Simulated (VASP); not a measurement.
# PbSe in VASP: further runs

Aim: see how the results for PbSe move with the level of theory and the settings. Levels: PBE, LDA, PBEsol. Tasks: single point.

Everything below comes from runs of VASP 6.6.1. Logs are shortened: lines on timing, memory, paths and dates and some standing lists are left out, and cuts for length are marked.

## 1. The cell of the first run

The cell holds a slab with vacuum, 4 atoms: a = 4.473 Å, b = 4.473 Å, c = 12.562 Å, α = 100.23°, β = 100.23°, γ = 90.13°.

## 2. Single point, PBE (volume scaled by 1.04)

Contents of INCAR:

```
SYSTEM = PbSe
  ALGO = Normal
  EDIFF = 1E-6
  ENCUT = 520
  GGA = PE
  ISIF = 2
  ISMEAR = -1
  LASPH = .True.
  LCHARG = .False.
  LREAL = .False.
  LWAVE = .False.
  NBANDS = 28
  NELM = 60
  PREC = Accurate
  SIGMA = 0.05
```

Contents of KPOINTS:

```
k-points
0
Gamma
  6 6 3
  0 0 0
```

Contents of POSCAR:

```
PbSe
1.0
    4.4729872793      0.0000000000      0.0000000000
   -0.0104467110      4.4729750800      0.0000000000
   -2.2312702840     -2.2364875401     12.1587223602
Pb Se
2 2
Direct
    0.8068400000      0.8073040000      0.6184430000
    0.1854540000      0.1998100000      0.3823760000
    0.2873320000      0.3231460000      0.6231940000
    0.6842660000      0.6998950000      0.3779650000
```

Potentials or basis: VASP PAW PBE potentials, release 64 (Pb_d, Se).

Launch:

```bash
$ cat potpaw_PBE.64/Pb_d/POTCAR potpaw_PBE.64/Se/POTCAR > POTCAR
$ mpirun -np 1 vasp_std > vasp.out
```

OUTCAR:

```text
SYSTEM = PbSe
   EDIFF = 1E-6
   ENCUT = 520
   GGA = PE
   ISIF = 2
   ISMEAR = -1
   LASPH = .True.
   LREAL = .False.
   NELM = 60
   PREC = Accurate

 ion  position               nearest neighbor table
   1  0.807  0.807  0.618-   4 2.92   3 3.06   3 3.14   3 3.19   3 3.28
   2  0.185  0.200  0.382-   3 2.93   4 3.15   4 3.16   4 3.17   4 3.17
   3  0.287  0.323  0.623-   2 2.93   1 3.06   1 3.14   1 3.19   1 3.28
   4  0.684  0.700  0.378-   1 2.92   2 3.15   2 3.16   2 3.17   2 3.17

  LATTYP: Found a face centered orthorhombic cell.
 ALAT       =     6.3183680163
 B/A-ratio  =     1.0023382447
 C/A-ratio  =     3.8486907786

  Lattice vectors:

 A1 = (  -2.2417169950,   2.2364875399,  12.1587223602)
 A2 = (   2.2312702843,   2.2364875399,  12.1587223602)
 A3 = (  -0.0104467110,   4.4729750800,   0.0000000000)

Analysis of symmetry for initial positions (statically):
=====================================================================
 Subroutine PRICEL returns:
 Original cell was already a primitive cell.

 Routine SETGRP: Setting up the symmetry group for a
 face centered orthorhombic supercell.

 Subroutine GETGRP returns: Found  1 space group operations
 (whereof  1 operations were pure point group operations)
 out of a pool of  8 trial point group operations.

The static configuration has the point symmetry C_1 .

Analysis of symmetry for dynamics (positions and initial velocities):
=====================================================================
 Subroutine PRICEL returns:
 Original cell was already a primitive cell.

 Routine SETGRP: Setting up the symmetry group for a
 face centered orthorhombic supercell.

 Subroutine GETGRP returns: Found  1 space group operations
 (whereof  1 operations were pure point group operations)
 out of a pool of  8 trial point group operations.

The dynamic configuration has the point symmetry C_1 .

 Subroutine INISYM returns: Found  1 space group operations
 (whereof  1 operations are pure point group operations),
 and found     1 'primitive' translations

----------------------------------------------------------------------------------------

                                     Primitive cell

  volume of cell :     243.2664

  direct lattice vectors                    reciprocal lattice vectors
     4.472987279  0.000000000  0.000000000     0.223564240  0.000522138  0.041122742
    -0.010446711  4.472975080  0.000000000     0.000000000  0.223564849  0.041122742
    -2.231270284 -2.236487540 12.158722360     0.000000000  0.000000000  0.082245484

  length of vectors
     4.472987279  4.472987279 12.562442956     0.227315467  0.227315468  0.082245484

  position of ions in fractional coordinates (direct lattice)
     0.806840000  0.807304000  0.618443000
     0.185454000  0.199810000  0.382376000
     0.287332000  0.323146000  0.623194000
     0.684266000  0.699895000  0.377965000

  ion indices of the primitive-cell ions
   primitive index   ion index
                 1           1
                 2           2
                 3           3
                 4           4

----------------------------------------------------------------------------------------

 KPOINTS: k-points

Automatic generation of k-mesh.
 Grid dimensions read from file:
 generate k-points for:    6    6    3

 Generating k-lattice:

  Cartesian coordinates                     Fractional coordinates (reciprocal lattice)
     0.037260707  0.000087023  0.006853790     0.166666667  0.000000000 -0.000000000
     0.000000000  0.037260808  0.006853790     0.000000000  0.166666667  0.000000000
     0.000000000  0.000000000  0.027415161     0.000000000  0.000000000  0.333333333

  Length of vectors
     0.037885911  0.037885911  0.027415161

  Shift w.r.t. Gamma in fractional coordinates (k-lattice)
     0.000000000  0.000000000  0.000000000

 -----------------------------------------------------------------------------
|                                                                             |
|           W    W    AA    RRRRR   N    N  II  N    N   GGGG   !!!           |
|           W    W   A  A   R    R  NN   N  II  NN   N  G    G  !!!           |
|           W    W  A    A  R    R  N N  N  II  N N  N  G       !!!           |
|           W WW W  AAAAAA  RRRRR   N  N N  II  N  N N  G  GGG   !            |
|           WW  WW  A    A  R   R   N   NN  II  N   NN  G    G                |
|           W    W  A    A  R    R  N    N  II  N    N   GGGG   !!!           |
|                                                                             |
|     Your reciprocal lattice and k-lattice belong to different lattice       |
|     classes:                                                                |
|                                                                             |
|        The reciprocal lattice is body-centered orthorhombic,                |
|        whereas your k-lattice is base-centered monoclinic.                  |
|                                                                             |
|     Results are often still useful ...                                      |
|                                                                             |
 -----------------------------------------------------------------------------

 WARNING: IBZKPT: internal override: KBLOWUP is changed to .FALSE.
      ... skipping the blow-up phase ...

 Subroutine IBZKPT returns following result:
 ===========================================

 Found     56 irreducible k-points:

 Following reciprocal coordinates:
            Coordinates               Weight
  0.000000  0.000000  0.000000      1.000000
  0.166667 -0.000000  0.000000      2.000000
  0.333333  0.000000  0.000000      2.000000
  0.500000 -0.000000  0.000000      1.000000
  0.000000  0.166667  0.000000      2.000000
  0.166667  0.166667  0.000000      2.000000
[... 16 lines left out ...]
  0.333333  0.000000  0.333333      2.000000
  0.500000 -0.000000  0.333333      2.000000
 [... further k-points ...]
   k-points           NKPTS =     56   k-points in BZ     NKDIM =     56   number of bands    NBANDS=     28
   number of dos      NEDOS =    301   number of ions     NIONS =      4
   total plane-waves  NPLWV = 124416
   dimension x,y,z NGX =    36 NGY =   36 NGZ =   96
   dimension x,y,z NGXF=    72 NGYF=   72 NGZF=  192
   ions per type =               2   2
   NGX,Y,Z   is equivalent  to a cutoff of  13.38, 13.38, 12.70 a.u.
   NGXF,Y,Z  is equivalent  to a cutoff of  26.76, 26.76, 25.41 a.u.
 SYSTEM =  PbSe
   PREC   = accura    normal or accurate (medium, high low for compatibility)
   ISTART =      0    job   : 0-new  1-cont  2-samecut
   ICHARG =      2    charge: 1-file 2-atom 10-const
   ISPIN  =      1    spin polarized calculation?
   LNONCOLLINEAR =      F non collinear calculations
   LSORBIT =      F    spin-orbit coupling
   LASPH  =      T    aspherical Exc in radial PAW
   ENCUT  =  520.0 eV  38.22 Ry    6.18 a.u.   8.32  8.32 23.36*2*pi/ulx,y,z
   NELM   =     60;   NELMIN=  2; NELMDL= -5     # of ELM steps
   EDIFF  = 0.1E-05   stopping-criterion for ELM
   LREAL  =      F    real-space projection
   EDIFFG = 0.1E-04   stopping-criterion for IOM
   NSW    =      0    number of steps for IOM
   IBRION =     -1    ionic relax: 0-MD 1-quasi-New 2-CG
   NFREE  =      0    steps in history (QN), initial steepest desc. (CG)
   ISIF   =      2    stress and relaxation
   ISYM   =      2    0-nonsym 1-usesym 2-fastsym
   POTIM  = 0.5000    time-step for ionic-motion
   TEBEG  =    0.0;   TEEND  =   0.0 temperature during run
   PSTRESS=    0.0 pullay stress
   NELECT =      40.0000    total number of electrons
   NUPDOWN=      -1.0000    fix difference up-down
   EMIN   =  10.00;   EMAX   =-10.00  energy-range for DOS
   EFERMI =   0.00;   METHOD = LEGACY
   ISMEAR =    -1;   SIGMA  =   0.05  broadening in eV -4-tet -1-fermi 0-gaus
   EFERMI_NEDOS =   21; number of points for ismear=-14 and -15
   IALGO  =     38    algorithm
   IMIX   =      4    mixing-type and parameters
     AMIX     =   0.40;   BMIX     =  1.00
     AMIX_MAG =   1.60;   BMIX_MAG =  1.00
  volume/ion in A,a.u.               =      60.82       410.41
  Fermi-wavevector in a.u.,A,eV,Ry     =   0.896880  1.694857 10.944431  0.804393
  Thomas-Fermi vector in A             =   2.019394
   LORBIT       =      0    0 simple, 1 ext, 2 COOP (PROOUT), +10 PAW based schemes
   GGA     = PE    functional components
   LHFCALC =     F    Hartree Fock is set to
   AEXX    =    0.0000 exact exchange contribution
   IVDW    =     0    specifies the selected vdW correction
   LEPSILON=     F    determine dielectric tensor
   LRPA    =     F    only Hartree local field effects (RPA)
 non-spin polarized calculation
  energy-cutoff  :      520.00
  volume of cell :      243.27
 maximum number of plane-waves:      6581
 NGX is ok and might be reduce to    36
   NGX = 17   NGY = 17   NGZ = 47

 number of electron      39.9999999 magnetization

 Free energy of the ion-electron system (eV)
  ---------------------------------------------------
  ext. energy  EPLUGINS =         0.00000000
  ---------------------------------------------------
  free energy    TOTEN  =       -16.04195256 eV

  energy without entropy =      -16.04195251  energy(sigma->0) =      -16.04195254

 E-fermi :   0.3407     XC(G=0):  -5.4871

 val. band max:       -0.4529294864   @ k =   0.0000   0.5000  -0.0000
 cond. band min:       1.1062171269   @ k =   0.0000   0.5000  -0.0000
 fundamental gap:      1.5591466133
 Fermi energy:         0.3406742667

 k-point     1 :       0.0000    0.0000    0.0000
  band No.  band energies     occupation
      1     -16.8314      2.00000
      2     -16.7730      2.00000
      3     -16.7620      2.00000
      4     -16.7607      2.00000
      5     -16.7599      2.00000
      6     -16.7520      2.00000
[... 20 lines left out ...]
     27       4.9698      0.00000
     28       5.0311      0.00000

 k-point     2 :       0.1667   -0.0000    0.0000
  band No.  band energies     occupation
      1     -16.8228      2.00000
      2     -16.7692      2.00000
      3     -16.7623      2.00000
      4     -16.7613      2.00000
      5     -16.7600      2.00000
      6     -16.7560      2.00000
[... 674 lines left out ...]
 k-point    24 :       0.5000   -0.0000    0.3333
  band No.  band energies     occupation
      1     -16.7924      2.00000
      2     -16.7723      2.00000
      3     -16.7704      2.00000
      4     -16.7638      2.00000
      5     -16.7620      2.00000
      6     -16.7528      2.00000
[... 20 lines left out ...]
     27       5.3305      0.00000
     28       5.8545      0.00000

 [... further k-points ...]

------------------------ aborting loop because EDIFF is reached ----------------------------------------

  FORCE on cell =-STRESS in cart. coord.  units (eV):
  Direction    XX          YY          ZZ          XY          YZ          ZX
  --------------------------------------------------------------------------------------
  -------------------------------------------------------------------------------------
  Total       -1.6250731     -1.6376905     -2.1709043      0.0131411      0.0416980      0.2002624
  in kB      -10.7028983    -10.7859979    -14.2977986      0.0865484      0.2746274      1.3189489
  external PRESSURE =     -11.9288983 kB  Pullay stress =       0.0000000 kB

 VOLUME and BASIS-vectors are now :
 -----------------------------------------------------------------------------
  energy-cutoff  :      520.00
  volume of cell :      243.27
      direct lattice vectors                 reciprocal lattice vectors
     4.472987279  0.000000000  0.000000000     0.223564240  0.000522138  0.041122742
    -0.010446711  4.472975080  0.000000000     0.000000000  0.223564849  0.041122742
    -2.231270284 -2.236487540 12.158722360     0.000000000  0.000000000  0.082245484

 POSITION                                       TOTAL-FORCE (eV/Angst)
 -----------------------------------------------------------------------------------
      2.22064      2.22791      7.51948         0.015349      0.005159     -0.395253
     -0.02574      0.03857      4.64920        -0.004692     -0.013631      0.416677
     -0.10866      0.05166      7.57724         0.052242      0.009160     -0.338021
      2.21006      2.28530      4.59557        -0.062899     -0.000688      0.316596
 -----------------------------------------------------------------------------------
    total drift:                                0.000426      0.000294      0.000088

  FREE ENERGIE OF THE ION-ELECTRON SYSTEM (eV)
  ---------------------------------------------------
  free  energy   TOTEN  =       -16.0419525629 eV

  energy  without entropy=      -16.0419525074  energy(sigma->0) =      -16.04195254
```

Wall time 6 min (1 thread of Intel Xeon Platinum 8175M at 2.50GHz (Skylake/Cascade Lake), shared host); peak memory 0.54 GiB.

Results:

```
Free energy            : -16.0420 eV
Largest force          : 0.417 eV/Å
Band gap on the k mesh : 1.56 eV, direct
```

Forces in eV/Å, atoms in the order of the input:
```
Pb   0.015  0.005 -0.395
Pb  -0.005 -0.014  0.417
Se   0.052  0.009 -0.338
Se  -0.063 -0.001  0.317
```

Caveat: spin-orbit coupling is left out, which moves the levels of the heavy elements.

## 3. Single point, PBE (volume scaled by 1.06)

Contents of INCAR:

```
SYSTEM = PbSe
  PREC = Accurate
  ENCUT = 520
  EDIFF = 1E-7
  ISMEAR = -1
  SIGMA = 0.05
  LREAL = .FALSE.
  LASPH = .TRUE.
  NELM = 60
  ALGO = Normal
  ISIF = 2
  LWAVE = .FALSE.
  LCHARG = .TRUE.
  GGA = PE
  LELF = .TRUE.
  LVHAR = .TRUE.
  NBANDS = 28
```

Contents of KPOINTS:

```
Automatic mesh
0
G
  6 6 3
  0 0 0
```

Contents of POSCAR:

```
PbSe
1.0
    4.5014784123      0.0000000000      0.0000000000
   -0.0105132524      4.5014661353      0.0000000000
   -2.2454825799     -2.2507330677     12.2361685397
Pb Se
2 2
Direct
    0.8068400000      0.8073040000      0.6184430000
    0.1854540000      0.1998100000      0.3823760000
    0.2873320000      0.3231460000      0.6231940000
    0.6842660000      0.6998950000      0.3779650000
```

Potentials or basis: VASP PAW PBE potentials, release 64 (Pb_d, Se).

Launch:

```bash
$ cat potpaw_PBE.64/Pb_d/POTCAR potpaw_PBE.64/Se/POTCAR > POTCAR
$ mpirun -np 1 vasp_std > vasp.out
```

Run time: 6.9 min. Hardware: 1 thread of Intel Xeon Platinum 8175M at 2.50GHz (Skylake/Cascade Lake), shared host; peak memory 0.56 GiB.

The run converged. Its results:

```
Free energy            : -16.0029 eV
Largest force          : 0.494 eV/Å
Band gap on the k mesh : 1.56 eV, direct
```

Forces on the atoms (eV/Å):
```
Pb   0.033 -0.005 -0.473
Pb  -0.008 -0.014  0.494
Se   0.035  0.020 -0.401
Se  -0.060 -0.001  0.381
```

Levels at points of the mesh, in eV from the valence-band top:
```
           k point  band 16  band 17  band 18  band 19  band 20  band 21  band 22  band 23  band 24  band 25
(0.00, 0.00, 0.00)    -1.96    -1.95    -1.11    -1.09    -0.31     2.14     3.96     4.62     4.65     4.80
(0.50, 0.00, 0.00)    -1.34    -0.72    -0.60    -0.03    -0.02     1.57     1.60     2.47     2.62     2.89
(0.00, 0.50, 0.00)    -1.40    -0.69    -0.64    -0.04     0.00     1.56     1.61     2.53     2.58     2.93
(0.50, 0.50, 0.00)    -3.42    -2.37    -2.36    -1.12    -1.11     3.46     3.49     5.22     5.24     5.33
```

Caveat: spin-orbit coupling is left out, which moves the levels of the heavy elements.

(Continued in part 2 of 2.)
